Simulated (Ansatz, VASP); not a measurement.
Cs in VASP and in Ansatz

The input INCAR:

```
SYSTEM = Cs
  PREC = Accurate
  ENCUT = 520
  EDIFF = 1E-6
  ISMEAR = -1
  SIGMA = 0.1
  LREAL = .FALSE.
  LASPH = .TRUE.
  NELM = 100
  ALGO = Normal
  ISIF = 2
  LWAVE = .FALSE.
  LCHARG = .FALSE.
  NBANDS = 10
```

KPOINTS

```
regular mesh
0
G
  9 9 9
  0 0 0
```

Contents of POSCAR:

```
Cs
1.0
    0.0000000000      3.7309242176      3.7309242176
    3.7309242176      0.0000000000      3.7309242176
    3.7309242176      3.7309242176      0.0000000000
Cs
1
Direct
    0.0000000000      0.0000000000      0.0000000000
```

Input for Ansatz:

```yaml
crystal:
  lattice:
    - [0.0, 3.7309242176, 3.7309242176]
    - [3.7309242176, 0.0, 3.7309242176]
    - [3.7309242176, 3.7309242176, 0.0]
  atoms:
    - { symbol: Cs, position: [0.0, 0.0, 0.0] }
hamiltonian:
  xc: lda
  pseudopotentials:
    kind: paw
    azcp:
      Cs: "pseudopotentials/Cs.paw.azcp"
basis:
  ecutwfc: 420
  fft_grid_basis: typed
kpoints:
  mp_grid: { grid: [9, 9, 9], shift: [0, 0, 0] }
magnetization:
  spin_polarized: false
scf:
  occupations: { method: fermi_dirac, width: 0.1 }
  lower_state_search: "off"
output:
  stress: true
  write_density: true
  write_potential: true
  elf: true
  volumetric_format: npy
```

Alike in both runs: task single point; functional LDA; k mesh 9 × 9 × 9; occupations fermi-dirac, width 0.1 eV; no spin polarisation.

|  | VASP | Ansatz |
| --- | --- | --- |
| version | VASP 6.6.1 | Ansatz 0.2.0 |
| potentials or method | VASP PAW LDA potentials, release 64 (Cs_sv), cutoff 520 eV | plane waves (420 eV) with PAW, scalar-relativistic |
| valence electrons in the cell | 9 | 9 |

|  | VASP | Ansatz | Ansatz less VASP |
| --- | --- | --- | --- |
| pressure (GPa) | -0.2 | -0.2 | +0.01 |

Ansatz warns that its potentials were made for another functional, while VASP's fit it. LDA's correlation is that of Perdew and Zunger in VASP and of Perdew and Wang (1992) in Ansatz.

Neither program's run includes spin-orbit coupling.
